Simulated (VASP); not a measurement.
# Al2Cu: single point with PBE

The system is Al2Cu.

```
CELL_PARAMETERS angstrom
-2.96565 2.96565 2.46570
2.96565 -2.96565 2.46570
2.96565 2.96565 -2.46570
ATOMIC_POSITIONS crystal
Al 0.15872 0.65872 0.81744
Al 0.65872 0.84128 0.50000
Al 0.84128 0.34128 0.18256
Al 0.34128 0.15872 0.50000
Cu 0.75000 0.75000 0.00000
Cu 0.25000 0.25000 0.00000
```

| Quantity | Value |
| --- | --- |
| Program | VASP 6.6.1 |
| Task | single point |
| Functional | PBE |
| Potentials or basis | VASP PAW PBE potentials, release 64 (Al, Cu) |
| Cutoff | 520 eV |
| k mesh | 10 × 10 × 10 |
| Occupations | gaussian, width 0.15 eV |
| Spin | no spin polarisation |
| Dipole correction | no |
| Further INCAR settings | ALGO = Fast; EDIFF = 1e-07; NBANDS = 26 |

```
Pressure               : 3.5 GPa
Largest force          : 0.062 eV/Å
Band gap on the k mesh : zero (band 17 reaches 10.76 eV, above the bottom of band 18 at 6.65 eV)
```

Forces on the atoms (eV/Å):
```
Al   0.044  0.044  0.000
Al  -0.044  0.044  0.000
Al  -0.044 -0.044  0.000
Al   0.044 -0.044  0.000
Cu   0.000  0.000  0.000
Cu   0.000  0.000  0.000
```

Stress tensor (GPa, compression positive):
```
4.81 0.00 0.00
0.00 4.81 0.00
0.00 0.00 0.84
```

Levels at points of the mesh, in eV from the Fermi level:
| k point | band 14 | band 15 | band 16 | band 17 | band 18 | band 19 | band 20 | band 21 |
| --- | --- | --- | --- | --- | --- | --- | --- | --- |
| (0.00, 0.00, 0.00) | -1.79 | -1.56 | -1.30 | -1.30 | -0.91 | -0.23 | 0.06 | 1.37 |
| (0.50, 0.00, 0.00) | -3.08 | -2.59 | -2.59 | 0.37 | 0.37 | 4.02 | 4.02 | 4.44 |
| (0.50, 0.50, 0.00) | -2.96 | -1.33 | -1.27 | -0.85 | -0.82 | 1.06 | 1.57 | 4.78 |
| (0.50, 0.50, 0.50) | -3.34 | -3.33 | -1.94 | 2.49 | 2.98 | 2.98 | 3.50 | 4.06 |

Wall time 5.2 min on 1 thread of Intel(R) Xeon(R) Platinum 8375C CPU @ 2.90GHz (Ice Lake), with other jobs on the host, peak memory 0.33 GiB.
